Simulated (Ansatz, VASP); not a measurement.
## CO2: VASP beside Ansatz

INCAR

```
SYSTEM = CO2
ALGO = Normal ; EDIFF = 1E-8
ENCUT = 520 ; GGA = PE
ISIF = 2 ; ISMEAR = 0
LASPH = .TRUE. ; LCHARG = .FALSE.
LEFG = .TRUE. ; LREAL = Auto
LWAVE = .FALSE. ; NBANDS = 82
NELM = 80 ; PREC = Accurate
SIGMA = 0.01
```

File KPOINTS:

```
k-points
0
G
  3 3 3
  0 0 0
```

File POSCAR:

```
CO2
1.0
    0.0000000000      5.4970732800      5.4970732800
    5.4970732800      0.0000000000      5.4970732800
    5.4970732800      5.4970732800      0.0000000000
C O
8 16
Direct
    0.0000000000      0.0000000000      0.0000000000
    0.5000000000      0.5000000000      0.5000000000
    0.0000000000      0.5000000000      0.0000000000
    0.5000000000      0.0000000000      0.5000000000
    0.0000000000      0.0000000000      0.5000000000
    0.5000000000      0.5000000000      0.0000000000
    0.5000000000      0.0000000000      0.0000000000
    0.0000000000      0.5000000000      0.5000000000
    0.0612684900      0.0612684900      0.0612684900
    0.5612684900      0.5612684900      0.5612684900
    0.5612684900      0.0612684900      0.3161945300
    0.0612684900      0.5612684900      0.8161945300
    0.3161945300      0.5612684900      0.0612684900
    0.8161945300      0.0612684900      0.5612684900
    0.0612684900      0.3161945300      0.5612684900
    0.5612684900      0.8161945300      0.0612684900
    0.4387315100      0.4387315100      0.4387315100
    0.9387315100      0.9387315100      0.9387315100
    0.9387315100      0.4387315100      0.1838054700
    0.4387315100      0.9387315100      0.6838054700
    0.1838054700      0.9387315100      0.4387315100
    0.6838054700      0.4387315100      0.9387315100
    0.4387315100      0.1838054700      0.9387315100
    0.9387315100      0.6838054700      0.4387315100
```

Input for Ansatz:

```yaml
crystal:
  lattice:
    - [0.0, 5.49707328, 5.49707328]
    - [5.49707328, 0.0, 5.49707328]
    - [5.49707328, 5.49707328, 0.0]
  atoms:
    - { symbol: C, position: [0.0, 0.0, 0.0] }
    - { symbol: C, position: [0.5, 0.5, 0.5] }
    - { symbol: C, position: [0.0, 0.5, 0.0] }
    - { symbol: C, position: [0.5, 0.0, 0.5] }
    - { symbol: C, position: [0.0, 0.0, 0.5] }
    - { symbol: C, position: [0.5, 0.5, 0.0] }
    - { symbol: C, position: [0.5, 0.0, 0.0] }
    - { symbol: C, position: [0.0, 0.5, 0.5] }
    - { symbol: O, position: [0.06126849, 0.06126849, 0.06126849] }
    - { symbol: O, position: [0.56126849, 0.56126849, 0.56126849] }
    - { symbol: O, position: [0.56126849, 0.06126849, 0.31619453] }
    - { symbol: O, position: [0.06126849, 0.56126849, 0.81619453] }
    - { symbol: O, position: [0.31619453, 0.56126849, 0.06126849] }
    - { symbol: O, position: [0.81619453, 0.06126849, 0.56126849] }
    - { symbol: O, position: [0.06126849, 0.31619453, 0.56126849] }
    - { symbol: O, position: [0.56126849, 0.81619453, 0.06126849] }
    - { symbol: O, position: [0.43873151, 0.43873151, 0.43873151] }
    - { symbol: O, position: [0.93873151, 0.93873151, 0.93873151] }
    - { symbol: O, position: [0.93873151, 0.43873151, 0.18380547] }
    - { symbol: O, position: [0.43873151, 0.93873151, 0.68380547] }
    - { symbol: O, position: [0.18380547, 0.93873151, 0.43873151] }
    - { symbol: O, position: [0.68380547, 0.43873151, 0.93873151] }
    - { symbol: O, position: [0.43873151, 0.18380547, 0.93873151] }
    - { symbol: O, position: [0.93873151, 0.68380547, 0.43873151] }
kpoints:
  mp_grid: { grid: [3, 3, 3] }
scf:
  occupations: { method: fixed }
hamiltonian:
  xc: pbe
  pseudopotentials: { kind: paw }
output:
  forces: true
  efg: { quadrupole_moments_barn: { O: -0.02558 }, contact_densities: true }
  core_levels:
    shells: { C: "1s", O: "1s" }
    counted_from: valence_top
    eps_inf: [2.035, 2.035, 2.035]
    add_spin: false
```

Alike in both runs: task electric field gradients; functional PBE; k mesh 3 × 3 × 3; no spin polarisation.

|  | VASP | Ansatz |
| --- | --- | --- |
| version | VASP 6.6.1 | Ansatz 0.2.0 |
| potentials or method | VASP PAW PBE potentials, release 64 (C, O) | plane-wave PAW, scalar-relativistic |
| plane-wave cutoff (eV) | 520 | 420 |
| occupations | gaussian, width 0.01 eV | fixed |
| valence electrons in the cell | 128 | 128 |

```csv
,VASP,Ansatz,Ansatz less VASP
gap on the k mesh at the Fermi level (eV),6.85,6.87,+0.023
rms of the force components (eV/Å),0.356,0.053,-0.3035
size of Vzz on the site where it differs most (V/Å²),50.2,29.4,-20.77
```

Atom by atom the forces differ by 0.303 eV/Å (rms over components). One of these differences is far larger than is usual between the two programs; its cause wasn't traced.

Noted on VASP's run: the standard files for N, O and F lose accuracy on very short bonds.
